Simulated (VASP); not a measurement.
# PbF2 (Fm-3m) in VASP: single point with r2SCAN

Aim: the single point of PbF2 with r2SCAN.

Program: VASP 6.6.1. These are calculated values, not measurements. Logs are shortened: lines on timing, memory, paths and dates and some standing lists are left out, and cuts for length are marked.

## 1. The cell of the first run

Symmetry: Fm-3m, No. 225, cubic system. Conventional cell: a = 5.892 Å, b = 5.892 Å, c = 5.892 Å, α = 90.00°, β = 90.00°, γ = 90.00°. Pb (site symmetry m-3m) has 8 F at 2.55 Å within 3.4 Å. Within 3.4 Å of F (site symmetry -43m) lie 4 Pb at 2.55 Å and 6 F at 2.95 Å.

## 2. Single point, r2SCAN

POSCAR reads:

```
PbF2
1.0
    0.0000000000      2.9458076056      2.9458076056
    2.9458076056      0.0000000000      2.9458076056
    2.9458076056      2.9458076056      0.0000000000
Pb F
1 2
Direct
    0.0000000000      0.0000000000      0.0000000000
    0.2500000000      0.2500000000      0.2500000000
    0.7500000000      0.7500000000      0.7500000000
```

INCAR.step1 reads:

```
SYSTEM = PbF2
PREC = Accurate
ENCUT = 660
ISMEAR = 0
SIGMA = 0.01
LREAL = .FALSE.
LASPH = .TRUE.
NELM = 120
NBANDS = 21
GGA = PE
ALGO = Normal
EDIFF = 1E-5
LWAVE = .TRUE.
LCHARG = .FALSE.
GGA_COMPAT = .FALSE.
```

INCAR.step2 reads:

```
SYSTEM = PbF2
PREC = Accurate
ENCUT = 660
EDIFF = 1E-6
ISMEAR = 0
SIGMA = 0.01
LREAL = .FALSE.
LASPH = .TRUE.
NELM = 120
ALGO = Normal
ISIF = 2
LWAVE = .FALSE.
LCHARG = .FALSE.
METAGGA = R2SCAN
LMIXTAU = .TRUE.
NBANDS = 21
ISTART = 1
GGA_COMPAT = .FALSE.
```

KPOINTS reads:

```
Automatic mesh
0
G
  8 8 8
  0 0 0
```

Potentials or basis: VASP PAW PBE potentials, release 64 (Pb_d, F).

Launch:

```bash
cat potpaw_PBE.64/Pb_d/POTCAR potpaw_PBE.64/F/POTCAR > POTCAR
cp INCAR.step1 INCAR
mpirun -np 1 vasp_std > vasp.out
cp INCAR.step2 INCAR
mpirun -np 1 vasp_std > vasp.out
```

OUTCAR:

```text
SYSTEM = PbF2
   PREC = Accurate
   ENCUT = 660
   EDIFF = 1E-6
   ISMEAR = 0
   LREAL = .FALSE.
   LASPH = .TRUE.
   NELM = 120
   ISIF = 2
   METAGGA = R2SCAN
   ISTART = 1

 ion  position               nearest neighbor table
   1  0.000  0.000  0.000-   3 2.55   3 2.55   3 2.55   2 2.55   2 2.55   2 2.55   3 2.55   2 2.55

   2  0.250  0.250  0.250-   1 2.55   1 2.55   1 2.55   1 2.55
   3  0.750  0.750  0.750-   1 2.55   1 2.55   1 2.55   1 2.55

  LATTYP: Found a face centered cubic cell.
 ALAT       =     5.8916152112

  Lattice vectors:

 A1 = (   0.0000000000,   2.9458076056,   2.9458076056)
 A2 = (   2.9458076056,   0.0000000000,   2.9458076056)
 A3 = (   2.9458076056,   2.9458076056,   0.0000000000)

Analysis of symmetry for initial positions (statically):
=====================================================================
 Subroutine PRICEL returns:
 Original cell was already a primitive cell.

 Routine SETGRP: Setting up the symmetry group for a
 face centered cubic supercell.

 Subroutine GETGRP returns: Found 48 space group operations
 (whereof 48 operations were pure point group operations)
 out of a pool of 48 trial point group operations.

The static configuration has the point symmetry O_h .

Analysis of symmetry for dynamics (positions and initial velocities):
=====================================================================
 Subroutine PRICEL returns:
 Original cell was already a primitive cell.

 Routine SETGRP: Setting up the symmetry group for a
 face centered cubic supercell.

 Subroutine GETGRP returns: Found 48 space group operations
 (whereof 48 operations were pure point group operations)
 out of a pool of 48 trial point group operations.

The dynamic configuration has the point symmetry O_h .

 Subroutine INISYM returns: Found 48 space group operations
 (whereof 48 operations are pure point group operations),
 and found     1 'primitive' translations

----------------------------------------------------------------------------------------

                                     Primitive cell

  volume of cell :      51.1262

  direct lattice vectors                    reciprocal lattice vectors
     0.000000000  2.945807606  2.945807606    -0.169732741  0.169732741  0.169732741
     2.945807606  0.000000000  2.945807606     0.169732741 -0.169732741  0.169732741
     2.945807606  2.945807606  0.000000000     0.169732741  0.169732741 -0.169732741

  length of vectors
     4.166001068  4.166001068  4.166001068     0.293985731  0.293985731  0.293985731

  position of ions in fractional coordinates (direct lattice)
     0.000000000  0.000000000  0.000000000
     0.250000000  0.250000000  0.250000000
     0.750000000  0.750000000  0.750000000

  ion indices of the primitive-cell ions
   primitive index   ion index
                 1           1
                 2           2
                 3           3

----------------------------------------------------------------------------------------

 KPOINTS: Automatic mesh

Automatic generation of k-mesh.
 Grid dimensions read from file:
 generate k-points for:    8    8    8

 Generating k-lattice:

  Cartesian coordinates                     Fractional coordinates (reciprocal lattice)
    -0.021216593  0.021216593  0.021216593     0.125000000  0.000000000  0.000000000
     0.021216593 -0.021216593  0.021216593     0.000000000  0.125000000  0.000000000
     0.021216593  0.021216593 -0.021216593     0.000000000  0.000000000  0.125000000

  Length of vectors
     0.036748216  0.036748216  0.036748216

  Shift w.r.t. Gamma in fractional coordinates (k-lattice)
     0.000000000  0.000000000  0.000000000

 Subroutine IBZKPT returns following result:
 ===========================================

 Found     29 irreducible k-points:

 Following reciprocal coordinates:
            Coordinates               Weight
  0.000000  0.000000  0.000000      1.000000
  0.125000  0.000000  0.000000      8.000000
  0.250000  0.000000  0.000000      8.000000
  0.375000  0.000000  0.000000      8.000000
  0.500000  0.000000  0.000000      4.000000
  0.125000  0.125000  0.000000      6.000000
[... 16 lines left out ...]
  0.500000  0.250000  0.125000     48.000000
 -0.375000  0.250000  0.125000     24.000000
 [... further k-points ...]
   k-points           NKPTS =     29   k-points in BZ     NKDIM =     29   number of bands    NBANDS=     21
   number of dos      NEDOS =    301   number of ions     NIONS =      3
   total plane-waves  NPLWV =  46656
   dimension x,y,z NGX =    36 NGY =   36 NGZ =   36
   dimension x,y,z NGXF=    72 NGYF=   72 NGZF=   72
   ions per type =               1   2
   NGX,Y,Z   is equivalent  to a cutoff of  14.37, 14.37, 14.37 a.u.
   NGXF,Y,Z  is equivalent  to a cutoff of  28.73, 28.73, 28.73 a.u.
 SYSTEM =  PbF2
   PREC   = accura    normal or accurate (medium, high low for compatibility)
   ISTART =      1    job   : 0-new  1-cont  2-samecut
   ICHARG =      0    charge: 1-file 2-atom 10-const
   ISPIN  =      1    spin polarized calculation?
   LNONCOLLINEAR =      F non collinear calculations
   LSORBIT =      F    spin-orbit coupling
   LASPH  =      T    aspherical Exc in radial PAW
   ENCUT  =  660.0 eV  48.51 Ry    6.96 a.u.   8.73  8.73  8.73*2*pi/ulx,y,z
   NELM   =    120;   NELMIN=  2; NELMDL=  0     # of ELM steps
   EDIFF  = 0.1E-05   stopping-criterion for ELM
   LREAL  =      F    real-space projection
   EDIFFG = 0.1E-04   stopping-criterion for IOM
   NSW    =      0    number of steps for IOM
   IBRION =     -1    ionic relax: 0-MD 1-quasi-New 2-CG
   NFREE  =      0    steps in history (QN), initial steepest desc. (CG)
   ISIF   =      2    stress and relaxation
   ISYM   =      2    0-nonsym 1-usesym 2-fastsym
   POTIM  = 0.5000    time-step for ionic-motion
   TEBEG  =    0.0;   TEEND  =   0.0 temperature during run
   PSTRESS=    0.0 pullay stress
   NELECT =      28.0000    total number of electrons
   NUPDOWN=      -1.0000    fix difference up-down
   EMIN   =  10.00;   EMAX   =-10.00  energy-range for DOS
   EFERMI =   0.00;   METHOD = LEGACY
   ISMEAR =     0;   SIGMA  =   0.01  broadening in eV -4-tet -1-fermi 0-gaus
   EFERMI_NEDOS =   21; number of points for ismear=-14 and -15
   IALGO  =     38    algorithm
   IMIX   =      4    mixing-type and parameters
     AMIX     =   0.40;   BMIX     =  1.00
     AMIX_MAG =   1.60;   BMIX_MAG =  1.00
  volume/ion in A,a.u.               =      17.04       115.01
  Fermi-wavevector in a.u.,A,eV,Ry     =   1.339409  2.531116 24.409067  1.794016
  Thomas-Fermi vector in A             =   2.467803
   LORBIT       =      0    0 simple, 1 ext, 2 COOP (PROOUT), +10 PAW based schemes
   METAGGA = R2SCAN    functional components
   LHFCALC =     F    Hartree Fock is set to
   AEXX    =    0.0000 exact exchange contribution
   IVDW    =     0    specifies the selected vdW correction
   LEPSILON=     F    determine dielectric tensor
   LRPA    =     F    only Hartree local field effects (RPA)
 non-spin polarized calculation
 Gauss-broadening in eV      SIGMA  =   0.01
  energy-cutoff  :      660.00
  volume of cell :       51.13
 maximum number of plane-waves:      1996
   NGX = 17   NGY = 17   NGZ = 17

 number of electron      28.0000010 magnetization

 Free energy of the ion-electron system (eV)
  ---------------------------------------------------
  ext. energy  EPLUGINS =         0.00000000
  ---------------------------------------------------
  free energy    TOTEN  =       -70.16540340 eV

  energy without entropy =      -70.16540340  energy(sigma->0) =      -70.16540340

 E-fermi :   1.8149     XC(G=0): -10.1072

 val. band max:        1.7393004054   @ k =  -0.2500   0.5000   0.2500
 cond. band min:       6.6675440979   @ k =   0.5000   0.5000   0.0000
 fundamental gap:      4.9282436925
 Fermi energy:         1.8148503093

 k-point     1 :       0.0000    0.0000    0.0000
  band No.  band energies     occupation
      1     -20.8057      2.00000
      2     -20.1866      2.00000
      3     -13.1542      2.00000
      4     -13.1542      2.00000
      5     -13.1542      2.00000
      6     -13.0959      2.00000
[... 13 lines left out ...]
     20      17.6976      0.00000
     21      20.0871      0.00000

 k-point     2 :       0.1250    0.0000    0.0000
  band No.  band energies     occupation
      1     -20.7761      2.00000
      2     -20.2134      2.00000
      3     -13.1475      2.00000
      4     -13.1475      2.00000
      5     -13.1212      2.00000
      6     -13.0958      2.00000
[... 13 lines left out ...]
     20      17.2184      0.00000
     21      19.4030      0.00000

 k-point     3 :       0.2500    0.0000    0.0000
  band No.  band energies     occupation
      1     -20.6977      2.00000
      2     -20.2834      2.00000
      3     -13.1377      2.00000
      4     -13.1377      2.00000
      5     -13.0893      2.00000
      6     -13.0893      2.00000
[... 13 lines left out ...]
     20      16.5824      0.00000
     21      18.1283      0.00000

 k-point     4 :       0.3750    0.0000    0.0000
  band No.  band energies     occupation
      1     -20.5959      2.00000
      2     -20.3747      2.00000
      3     -13.1371      2.00000
      4     -13.1371      2.00000
      5     -13.0733      2.00000
      6     -13.0733      2.00000
[... 13 lines left out ...]
     20      16.2150      0.00000
     21      17.1327      0.00000

 k-point     5 :       0.5000    0.0000    0.0000
  band No.  band energies     occupation
      1     -20.5167      2.00000
      2     -20.4490      2.00000
      3     -13.1384      2.00000
      4     -13.1384      2.00000
      5     -13.0650      2.00000
      6     -13.0650      2.00000
[... 13 lines left out ...]
     20      16.1069      0.00000
     21      16.7720      0.00000
[... 382 lines left out ...]
     20      19.3643      0.00000
     21      19.7913      0.00000

 k-point    22 :       0.3750    0.2500    0.1250
  band No.  band energies     occupation
      1     -20.6428      2.00000
      2     -20.3294      2.00000
      3     -13.1185      2.00000
      4     -13.1118      2.00000
      5     -13.1016      2.00000
      6     -13.0698      2.00000
[... 13 lines left out ...]
     20      17.6957      0.00000
     21      18.9199      0.00000

 k-point    23 :       0.5000    0.2500    0.1250
  band No.  band energies     occupation
      1     -20.5618      2.00000
      2     -20.3999      2.00000
      3     -13.1190      2.00000
      4     -13.1086      2.00000
      5     -13.0819      2.00000
      6     -13.0465      2.00000
[... 13 lines left out ...]
     20      18.3872      0.00000
     21      19.0839      0.00000

 k-point    24 :      -0.3750    0.2500    0.1250
  band No.  band energies     occupation
      1     -20.4954      2.00000
      2     -20.4615      2.00000
      3     -13.1193      2.00000
      4     -13.1106      2.00000
      5     -13.0690      2.00000
      6     -13.0376      2.00000
[... 13 lines left out ...]
     20      18.6762      0.00000
     21      19.0241      0.00000

 [... further k-points ...]

------------------------ aborting loop because EDIFF is reached ----------------------------------------

  FORCE on cell =-STRESS in cart. coord.  units (eV):
  Direction    XX          YY          ZZ          XY          YZ          ZX
  --------------------------------------------------------------------------------------
  -------------------------------------------------------------------------------------
  Total        0.3351017      0.3351017      0.3351017     -0.0000000     -0.0000000      0.0000000
  in kB       10.5013233     10.5013233     10.5013233     -0.0000000     -0.0000000      0.0000000
  external PRESSURE =      10.5013233 kB  Pullay stress =       0.0000000 kB

 VOLUME and BASIS-vectors are now :
 -----------------------------------------------------------------------------
  energy-cutoff  :      660.00
  volume of cell :       51.13
      direct lattice vectors                 reciprocal lattice vectors
     0.000000000  2.945807606  2.945807606    -0.169732741  0.169732741  0.169732741
     2.945807606  0.000000000  2.945807606     0.169732741 -0.169732741  0.169732741
     2.945807606  2.945807606  0.000000000     0.169732741  0.169732741 -0.169732741

 POSITION                                       TOTAL-FORCE (eV/Angst)
 -----------------------------------------------------------------------------------
      0.00000      0.00000      0.00000         0.000000      0.000000      0.000000
      1.47290      1.47290      1.47290         0.000000      0.000000      0.000000
      4.41871      4.41871      4.41871        -0.000000     -0.000000     -0.000000
 -----------------------------------------------------------------------------------
    total drift:                                0.000000      0.000000      0.000000

  FREE ENERGIE OF THE ION-ELECTRON SYSTEM (eV)
  ---------------------------------------------------
  free  energy   TOTEN  =       -70.1654033978 eV

  energy  without entropy=      -70.1654033978  energy(sigma->0) =      -70.16540340
```

It took 64 s on 1 thread of Intel Xeon 6975P-C (Granite Rapids), shared host; peak memory 0.23 GiB.

Results:

```
Free energy            : -70.1654 eV
Pressure               : 1.1 GPa
Band gap on the k mesh : 4.93 eV (least direct gap 5.07 eV)
```

Caveat: the PAW data sets were made with another functional, which shifts forces and pressure a little; spin-orbit coupling is left out, which moves the levels of the heavy elements. A k mesh can miss the band edges.
